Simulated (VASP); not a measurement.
Set up this calculation in VASP 6.6.1, as the native input.

| Item | Value |
| --- | --- |
| Task | single point |
| Functional | PBEsol |
| Potentials or basis | VASP PAW PBE potentials, release 64 (C) |
| Cutoff | 520 eV |
| k mesh | 12 × 12 × 12 |
| Occupations | gaussian, width 0.01 eV |
| Spin | no spin polarisation |
| Dipole correction | no |
| Further INCAR settings | ALGO = Normal; EDIFF = 1e-06; NBANDS = 11 |

The structure of C lies in POSCAR:

```
C
1.0
    1.7679599696      1.7679599696      0.0000000000
   -1.7679599696      1.7679599696      0.0000000000
    0.0000000000      1.7679599696      1.7679599696
C
2
Direct
    0.5000000000      0.5000000000      0.0000000000
    0.7500000000      0.2500000000      0.5000000000
```

These files were run (other wordings do the same):

INCAR

```
PREC = Accurate ; ENCUT = 520
EDIFF = 1E-6 ; ISMEAR = 0
SIGMA = 0.01 ; LREAL = F
LASPH = T ; NELM = 100
ALGO = Normal ; ISIF = 2
LWAVE = F ; LCHARG = F
GGA = PS ; NBANDS = 11
```

KPOINTS

```
regular mesh
0
Gamma
  12 12 12
```

Potentials or basis: VASP PAW PBE potentials, release 64 (C).

Command:

```console
$ cat potpaw_PBE.64/C/POTCAR > POTCAR
$ mpirun -np 1 vasp_std > vasp.out
```

It gave:

The pressure is 8.2 GPa. The band gap on the k mesh is 4.10 eV, indirect (least direct gap 5.61 eV).

Caveat: the PAW data sets were made with another functional, which shifts forces and pressure a little.

It took 12 s on 1 thread of Intel Xeon 8259CL (shared host), peak memory 0.12 GiB.
